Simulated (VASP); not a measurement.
**TiTe2: single point with PBE**

TiTe2:

```
Ti Te
1.0
     3.71297    0.00000    0.00000
    -1.85649    3.21553    0.00000
     0.00000    0.00000    6.38784
Ti Te
1 2
Cartesian
  0.0000 0.0000 0.0000
  1.8565 1.0718 1.6787
  0.0000 2.1437 4.7091
```

| Property | Result |
| --- | --- |
| Program | VASP 6.6.1 |
| Task | single point |
| Functional | PBE |
| Potentials or basis | VASP PAW PBE potentials, release 64 (Ti_sv, Te) |
| Cutoff | 520 eV |
| k mesh | 10 × 10 × 5 |
| Occupations | fermi-dirac, width 0.1 eV |
| Spin | no spin polarisation |

```
Pressure               : 4.6 GPa
Largest force          : 0.502 eV/Å
Band gap on the k mesh : zero (band 12 reaches 7.85 eV, above the bottom of band 13 at 7.18 eV)
```

Forces in eV/Å, atoms in the order of the input:
```
Ti   0.000  0.000  0.000
Te   0.000  0.000  0.502
Te   0.000  0.000 -0.502
```

Stress tensor (GPa, compression positive):
```
4.19 0.00 0.00
0.00 4.19 0.00
0.00 0.00 5.50
```

Levels at points of the mesh, in eV from the Fermi level:
```csv
k point,band 10,band 11,band 12,band 13,band 14,band 15
"(0.00, 0.00, 0.00)",0.34,0.42,0.42,0.69,1.21,1.21
"(0.50, 0.00, 0.00)",-2.53,-1.83,-1.17,0.02,1.25,1.61
```

Run time: 38 s on 1 thread of Intel(R) Xeon(R) 6975P-C (Granite Rapids) (shared host), peak memory 0.23 GiB.

Caveat: spin-orbit coupling is left out, which moves the levels of the heavy elements; this functional lacks dispersion, which binds the layers, so the pressure and a relaxed spacing across them are unreliable.
